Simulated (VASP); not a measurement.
# Ir (P6_3/mmc) in VASP: notebook

Runs on Ir. Level: PBEsol. Tasks: single point.

Program: VASP 6.6.1. These are calculated values, not measurements. Logs are shortened: lines on timing, memory, paths and dates and some standing lists are left out, and cuts for length are marked.

## 1. The cell of the first run

It takes space group P6_3/mmc (No. 194, hexagonal). Conventional cell: a = 2.793 Å, b = 2.793 Å, c = 4.395 Å, α = 90.00°, β = 90.00°, γ = 120.00°. Within 3.6 Å of Ir (site symmetry -6m2) lie 12 Ir at 2.73 to 2.79 Å.

## 2. Single point, PBEsol (strain +0.015 along x and y, -0.015 along z)

File INCAR:

```
SYSTEM = Ir
ALGO = Normal ; EDIFF = 1E-7
ENCUT = 520 ; GGA = PS
ISIF = 2 ; ISMEAR = 0
LASPH = .True. ; LCHARG = .False.
LREAL = .False. ; LWAVE = .False.
NBANDS = 16 ; NELM = 100
PREC = Accurate ; SIGMA = 0.15
```

File KPOINTS:

```
k-points
0
Gamma
  18 18 12
  0 0 0
```

File POSCAR:

```
Ir
1.0
    2.7926485630      0.0000000000      0.0000000000
   -1.3963242815      2.4185045994      0.0000000000
    0.0000000000      0.0000000000      4.3953556500
Ir
2
Direct
    0.6666666667      0.3333333333      0.7500000000
    0.3333333333      0.6666666667      0.2500000000
```

Potentials or basis: VASP PAW PBE potentials, release 64 (Ir).

On the command line:

```bash
> cat potpaw_PBE.64/Ir/POTCAR > POTCAR
> mpirun -np 1 vasp_std > vasp.out
```

OUTCAR:

```text
SYSTEM = Ir
   EDIFF = 1E-7
   ENCUT = 520
   GGA = PS
   ISIF = 2
   ISMEAR = 0
   LASPH = .True.
   LREAL = .False.
   NELM = 100
   PREC = Accurate

 ion  position               nearest neighbor table
   1  0.667  0.333  0.750-   2 2.73   2 2.73   2 2.73   2 2.73   2 2.73   2 2.73
   2  0.333  0.667  0.250-   1 2.73   1 2.73   1 2.73   1 2.73   1 2.73   1 2.73

  LATTYP: Found a hexagonal cell.
 ALAT       =     2.7926485630
 C/A-ratio  =     1.5739021760

  Lattice vectors:

 A1 = (   2.7926485630,   0.0000000000,   0.0000000000)
 A2 = (  -1.3963242815,   2.4185045994,   0.0000000000)
 A3 = (   0.0000000000,   0.0000000000,   4.3953556500)

Analysis of symmetry for initial positions (statically):
=====================================================================
 Subroutine PRICEL returns:
 Original cell was already a primitive cell.

 Routine SETGRP: Setting up the symmetry group for a
 hexagonal supercell.

 Subroutine GETGRP returns: Found 24 space group operations
 (whereof 12 operations were pure point group operations)
 out of a pool of 24 trial point group operations.

The static configuration has the point symmetry D_3d.
 The point group associated with its full space group is D_6h.

Analysis of symmetry for dynamics (positions and initial velocities):
=====================================================================
 Subroutine PRICEL returns:
 Original cell was already a primitive cell.

 Routine SETGRP: Setting up the symmetry group for a
 hexagonal supercell.

 Subroutine GETGRP returns: Found 24 space group operations
 (whereof 12 operations were pure point group operations)
 out of a pool of 24 trial point group operations.

The dynamic configuration has the point symmetry D_3d.
 The point group associated with its full space group is D_6h.

 Subroutine INISYM returns: Found 24 space group operations
 (whereof 12 operations are pure point group operations),
 and found     1 'primitive' translations

----------------------------------------------------------------------------------------

                                     Primitive cell

  volume of cell :      29.6864

  direct lattice vectors                    reciprocal lattice vectors
     2.792648563  0.000000000  0.000000000     0.358083009  0.206739322  0.000000000
    -1.396324282  2.418504599  0.000000000     0.000000000  0.413478643  0.000000000
     0.000000000  0.000000000  4.395355650     0.000000000  0.000000000  0.227512875

  length of vectors
     2.792648563  2.792648563  4.395355650     0.413478643  0.413478643  0.227512875

  position of ions in fractional coordinates (direct lattice)
     0.666666667  0.333333333  0.750000000
     0.333333333  0.666666667  0.250000000

  ion indices of the primitive-cell ions
   primitive index   ion index
                 1           1
                 2           2

----------------------------------------------------------------------------------------

 KPOINTS: k-points

Automatic generation of k-mesh.
 Grid dimensions read from file:
 generate k-points for:   18   18   12

 Generating k-lattice:

  Cartesian coordinates                     Fractional coordinates (reciprocal lattice)
     0.019893500  0.011485518  0.000000000     0.055555556 -0.000000000  0.000000000
     0.000000000  0.022971036  0.000000000     0.000000000  0.055555556  0.000000000
     0.000000000  0.000000000  0.018959406     0.000000000  0.000000000  0.083333333

  Length of vectors
     0.022971036  0.022971036  0.018959406

  Shift w.r.t. Gamma in fractional coordinates (k-lattice)
     0.000000000  0.000000000  0.000000000

 Subroutine IBZKPT returns following result:
 ===========================================

 Found    259 irreducible k-points:

 Following reciprocal coordinates:
            Coordinates               Weight
  0.000000  0.000000  0.000000      1.000000
  0.055556  0.000000  0.000000      6.000000
  0.111111  0.000000  0.000000      6.000000
  0.166667 -0.000000  0.000000      6.000000
  0.222222 -0.000000  0.000000      6.000000
  0.277778  0.000000  0.000000      6.000000
[... 16 lines left out ...]
  0.333333  0.111111  0.000000     12.000000
  0.388889  0.111111  0.000000     12.000000
 [... further k-points ...]
   k-points           NKPTS =    259   k-points in BZ     NKDIM =    259   number of bands    NBANDS=     16
   number of dos      NEDOS =    301   number of ions     NIONS =      2
   total plane-waves  NPLWV =  20736
   dimension x,y,z NGX =    24 NGY =   24 NGZ =   36
   dimension x,y,z NGXF=    48 NGYF=   48 NGZF=   72
   ions per type =               2
   NGX,Y,Z   is equivalent  to a cutoff of  14.29, 14.29, 13.62 a.u.
   NGXF,Y,Z  is equivalent  to a cutoff of  28.57, 28.57, 27.23 a.u.
 SYSTEM =  Ir
   PREC   = accura    normal or accurate (medium, high low for compatibility)
   ISTART =      0    job   : 0-new  1-cont  2-samecut
   ICHARG =      2    charge: 1-file 2-atom 10-const
   ISPIN  =      1    spin polarized calculation?
   LNONCOLLINEAR =      F non collinear calculations
   LSORBIT =      F    spin-orbit coupling
   LASPH  =      T    aspherical Exc in radial PAW
   ENCUT  =  520.0 eV  38.22 Ry    6.18 a.u.   5.19  5.19  8.17*2*pi/ulx,y,z
   NELM   =    100;   NELMIN=  2; NELMDL= -5     # of ELM steps
   EDIFF  = 0.1E-06   stopping-criterion for ELM
   LREAL  =      F    real-space projection
   EDIFFG = 0.1E-05   stopping-criterion for IOM
   NSW    =      0    number of steps for IOM
   IBRION =     -1    ionic relax: 0-MD 1-quasi-New 2-CG
   NFREE  =      0    steps in history (QN), initial steepest desc. (CG)
   ISIF   =      2    stress and relaxation
   ISYM   =      2    0-nonsym 1-usesym 2-fastsym
   POTIM  = 0.5000    time-step for ionic-motion
   TEBEG  =    0.0;   TEEND  =   0.0 temperature during run
   PSTRESS=    0.0 pullay stress
   NELECT =      18.0000    total number of electrons
   NUPDOWN=      -1.0000    fix difference up-down
   EMIN   =  10.00;   EMAX   =-10.00  energy-range for DOS
   EFERMI =   0.00;   METHOD = LEGACY
   ISMEAR =     0;   SIGMA  =   0.15  broadening in eV -4-tet -1-fermi 0-gaus
   EFERMI_NEDOS =   21; number of points for ismear=-14 and -15
   IALGO  =     38    algorithm
   IMIX   =      4    mixing-type and parameters
     AMIX     =   0.40;   BMIX     =  1.00
     AMIX_MAG =   1.60;   BMIX_MAG =  1.00
  volume/ion in A,a.u.               =      14.84       100.17
  Fermi-wavevector in a.u.,A,eV,Ry     =   1.385628  2.618457 26.122702  1.919964
  Thomas-Fermi vector in A             =   2.510020
   LORBIT       =      0    0 simple, 1 ext, 2 COOP (PROOUT), +10 PAW based schemes
   GGA     = PS    functional components
   LHFCALC =     F    Hartree Fock is set to
   AEXX    =    0.0000 exact exchange contribution
   IVDW    =     0    specifies the selected vdW correction
   LEPSILON=     F    determine dielectric tensor
   LRPA    =     F    only Hartree local field effects (RPA)
 non-spin polarized calculation
 Gauss-broadening in eV      SIGMA  =   0.15
  energy-cutoff  :      520.00
  volume of cell :       29.69
 maximum number of plane-waves:       818
 NGX is ok and might be reduce to    24
   NGX = 11   NGY = 11   NGZ = 17

 number of electron      18.0000000 magnetization

 Free energy of the ion-electron system (eV)
  ---------------------------------------------------
  ext. energy  EPLUGINS =         0.00000000
  ---------------------------------------------------
  free energy    TOTEN  =       -19.40887563 eV

  energy without entropy =      -19.38045863  energy(sigma->0) =      -19.39466713

 E-fermi :   9.5820     XC(G=0): -13.8188

 val. band max:        9.5779697055   @ k =   0.3333   0.0556   0.4167
 cond. band min:       9.5908343058   @ k =   0.3333   0.2778   0.3333
 fundamental gap:      0.0128646002
 Fermi energy:         9.5819516289

 k-point     1 :       0.0000    0.0000    0.0000
  band No.  band energies     occupation
      1      -1.2475      2.00000
      2       1.8757      2.00000
      3       5.9399      2.00000
      4       5.9399      2.00000
      5       6.1373      2.00000
      6       6.6199      2.00000
[... 8 lines left out ...]
     15      26.3835      0.00000
     16      27.0461      0.00000

 k-point     2 :       0.0556    0.0000    0.0000
  band No.  band energies     occupation
      1      -1.1349      2.00000
      2       1.9725      2.00000
      3       5.7036      2.00000
      4       6.0323      2.00000
      5       6.3498      2.00000
      6       6.5628      2.00000
[... 8 lines left out ...]
     15      26.5179      0.00000
     16      27.1996      0.00000

 k-point     3 :       0.1111    0.0000    0.0000
  band No.  band energies     occupation
      1      -0.8053      2.00000
      2       2.2443      2.00000
      3       5.3629      2.00000
      4       6.3056      2.00000
      5       6.3819      2.00000
      6       6.5431      2.00000
[... 8 lines left out ...]
     15      26.8668      0.00000
     16      27.2791      0.00000

 k-point     4 :       0.1667   -0.0000    0.0000
  band No.  band energies     occupation
      1      -0.2846      2.00000
      2       2.6220      2.00000
      3       5.0376      2.00000
      4       5.8073      2.00000
      5       6.1749      2.00000
      6       6.5617      2.00000
[... 8 lines left out ...]
     15      26.7398      0.00000
     16      26.9444      0.00000

 k-point     5 :       0.2222   -0.0000    0.0000
  band No.  band energies     occupation
      1       0.3768      2.00000
      2       2.9467      2.00000
      3       4.8563      2.00000
      4       5.0391      2.00000
      5       6.0122      2.00000
      6       6.2807      2.00000
[... 8 lines left out ...]
     15      25.4477      0.00000
     16      26.0312      0.00000

 k-point     6 :       0.2778    0.0000    0.0000
  band No.  band energies     occupation
      1       1.0919      2.00000
      2       3.0183      2.00000
      3       4.3628      2.00000
      4       4.9406      2.00000
      5       6.0129      2.00000
      6       6.0239      2.00000
[... 8 lines left out ...]
     15      24.0019      0.00000
     16      25.0782      0.00000

 k-point     7 :       0.3333   -0.0000    0.0000
  band No.  band energies     occupation
      1       1.7305      2.00000
      2       2.8743      2.00000
      3       3.8165      2.00000
      4       5.2032      2.00000
      5       5.7833      2.00000
      6       6.2778      2.00000
[... 8 lines left out ...]
     15      22.6532      0.00000
     16      24.3017      0.00000

 k-point     8 :       0.3889    0.0000    0.0000
  band No.  band energies     occupation
      1       2.1671      2.00000
      2       2.6865      2.00000
      3       3.4171      2.00000
      4       5.5743      2.00000
      5       5.6086      2.00000
      6       6.4661      2.00000
[... 8 lines left out ...]
     15      21.5043      0.00000
     16      23.1825      0.00000

 k-point     9 :       0.4444   -0.0000    0.0000
  band No.  band energies     occupation
      1       2.3841      2.00000
      2       2.5471      2.00000
      3       3.1742      2.00000
      4       5.4997      2.00000
      5       5.9677      2.00000
      6       6.3821      2.00000
[... 8 lines left out ...]
     15      20.7015      0.00000
     16      21.2618      0.00000
[... 172 lines left out ...]
 k-point    19 :       0.1111    0.1111    0.0000
  band No.  band energies     occupation
      1       0.0189      2.00000
      2       2.8525      2.00000
      3       4.8062      2.00000
      4       5.5269      2.00000
      5       6.1243      2.00000
      6       6.2258      2.00000
[... 8 lines left out ...]
     15      24.7683      0.00000
     16      27.0156      0.00000

 k-point    20 :       0.1667    0.1111    0.0000
  band No.  band energies     occupation
      1       0.6688      2.00000
      2       3.2090      2.00000
      3       4.5459      2.00000
      4       4.8657      2.00000
      5       5.9508      2.00000
      6       6.0167      2.00000
[... 8 lines left out ...]
     15      23.5266      0.00000
     16      26.0750      0.00000

 k-point    21 :       0.2222    0.1111    0.0000
  band No.  band energies     occupation
      1       1.3840      2.00000
      2       3.3274      2.00000
      3       4.2627      2.00000
      4       4.5398      2.00000
      5       5.7339      2.00000
      6       6.0532      2.00000
[... 8 lines left out ...]
     15      22.3143      0.00000
     16      25.2454      0.00000

 k-point    22 :       0.2778    0.1111    0.0000
  band No.  band energies     occupation
      1       2.0365      2.00000
      2       3.1792      2.00000
      3       3.7660      2.00000
      4       4.8028      2.00000
      5       5.5764      2.00000
      6       6.2940      2.00000
[... 8 lines left out ...]
     15      21.0415      0.00000
     16      24.5701      0.00000

 k-point    23 :       0.3333    0.1111    0.0000
  band No.  band energies     occupation
      1       2.4863      2.00000
      2       2.9816      2.00000
      3       3.3989      2.00000
      4       5.1966      2.00000
      5       5.4767      2.00000
      6       6.4407      2.00000
[... 8 lines left out ...]
     15      19.8692      0.00000
     16      24.0499      0.00000

 k-point    24 :       0.3889    0.1111    0.0000
  band No.  band energies     occupation
      1       2.7044      2.00000
      2       2.8397      2.00000
      3       3.1741      2.00000
      4       5.4261      2.00000
      5       5.5969      2.00000
      6       6.3024      2.00000
[... 8 lines left out ...]
     15      19.9826      0.00000
     16      22.3482      0.00000

 [... further k-points ...]
[... 5 lines left out ...]
  --------------------------------------------------------------------------------------
  -------------------------------------------------------------------------------------
  Total       -3.4929348     -3.4929348     -1.7936128     -0.0000000      0.0000000      0.0000000
  in kB     -188.5140966   -188.5140966    -96.8014933     -0.0000000      0.0000000      0.0000000
  external PRESSURE =    -157.9432288 kB  Pullay stress =       0.0000000 kB

 VOLUME and BASIS-vectors are now :
 -----------------------------------------------------------------------------
  energy-cutoff  :      520.00
  volume of cell :       29.69
      direct lattice vectors                 reciprocal lattice vectors
     2.792648563  0.000000000  0.000000000     0.358083009  0.206739322  0.000000000
    -1.396324282  2.418504599  0.000000000     0.000000000  0.413478643  0.000000000
     0.000000000  0.000000000  4.395355650     0.000000000  0.000000000  0.227512875

 POSITION                                       TOTAL-FORCE (eV/Angst)
 -----------------------------------------------------------------------------------
      1.39632      0.80617      3.29652        -0.000000      0.000000      0.000000
     -0.00000      1.61234      1.09884         0.000000      0.000000      0.000000
 -----------------------------------------------------------------------------------
    total drift:                               -0.000000      0.000000     -0.000000

  FREE ENERGIE OF THE ION-ELECTRON SYSTEM (eV)
  ---------------------------------------------------
  free  energy   TOTEN  =       -19.4088756261 eV

  energy  without entropy=      -19.3804586262  energy(sigma->0) =      -19.39466713
```

Wall time 1.9 min (1 thread of AMD EPYC 7R43 (Zen 3), shared host); peak memory 0.21 GiB.

What came out:

```
Free energy            : -19.4089 eV
Pressure               : -15.8 GPa
Band gap on the k mesh : zero (band 9 reaches 10.46 eV, above the bottom of band 10 at 7.36 eV)
```

Stress tensor (GPa, compression positive):
```
-18.85   0.00   0.00
  0.00 -18.85   0.00
  0.00   0.00  -9.68
```

Caveat: the cell differs from its parent crystal (strain +0.015 along x and y, -0.015 along z); the PAW data sets were made with another functional, which shifts forces and pressure a little; spin-orbit coupling is left out, which moves the levels of the heavy elements.

## 3. Single point, PBEsol (strain +0.030 along x and y, -0.030 along z)

File INCAR:

```
PREC = Accurate
ENCUT = 520
EDIFF = 1E-7
ISMEAR = 0
SIGMA = 0.15
LREAL = F
LASPH = T
NELM = 60
ALGO = Normal
ISIF = 2
LWAVE = F
LCHARG = F
GGA = PS
NBANDS = 16
```

File KPOINTS:

```
regular mesh
0
Gamma
  18 18 12
```

File POSCAR:

```
Ir
1.0
    2.8339192314      0.0000000000      0.0000000000
   -1.4169596157      2.4542460467      0.0000000000
    0.0000000000      0.0000000000      4.3284213000
Ir
2
Direct
    0.6666666667      0.3333333333      0.7500000000
    0.3333333333      0.6666666667      0.2500000000
```

Potentials or basis: VASP PAW PBE potentials, release 64 (Ir).

On the command line:

```bash
> cat potpaw_PBE.64/Ir/POTCAR > POTCAR
> mpirun -np 1 vasp_std > vasp.out
```

It took 92 s on 1 thread of AMD EPYC 7R43 (Zen 3), shared host; peak memory 0.2 GiB.

The run converged. Its results:

- Free energy: -19.3159 eV
- Pressure: -18.7 GPa
- Band gap on the k mesh: zero (band 9 reaches 10.10 eV, above the bottom of band 10 at 7.19 eV)

Stress tensor (GPa, compression positive):
```
-24.00   0.00   0.00
  0.00 -24.00   0.00
  0.00   0.00  -7.98
```

Levels at points of the mesh, in eV from the Fermi level:
| k point | band 6 | band 7 | band 8 | band 9 | band 10 | band 11 | band 12 | band 13 |
| --- | --- | --- | --- | --- | --- | --- | --- | --- |
| (0.00, 0.00, 0.00) | -2.87 | -2.87 | -2.70 | -2.70 | -0.16 | 0.18 | 0.18 | 7.23 |
| (0.50, 0.00, 0.00) | -3.03 | -2.44 | 0.22 | 0.73 | 1.07 | 2.47 | 3.71 | 8.09 |
| (0.00, 0.00, 0.50) | -3.87 | -3.87 | -3.87 | -0.45 | -0.45 | -0.45 | -0.45 | 13.58 |
| (0.50, 0.00, 0.50) | -2.24 | -0.97 | -0.97 | 0.54 | 0.54 | 1.80 | 1.80 | 6.91 |

Caveat: the cell differs from its parent crystal (strain +0.030 along x and y, -0.030 along z); the PAW data sets were made with another functional, which shifts forces and pressure a little; spin-orbit coupling is left out, which moves the levels of the heavy elements.
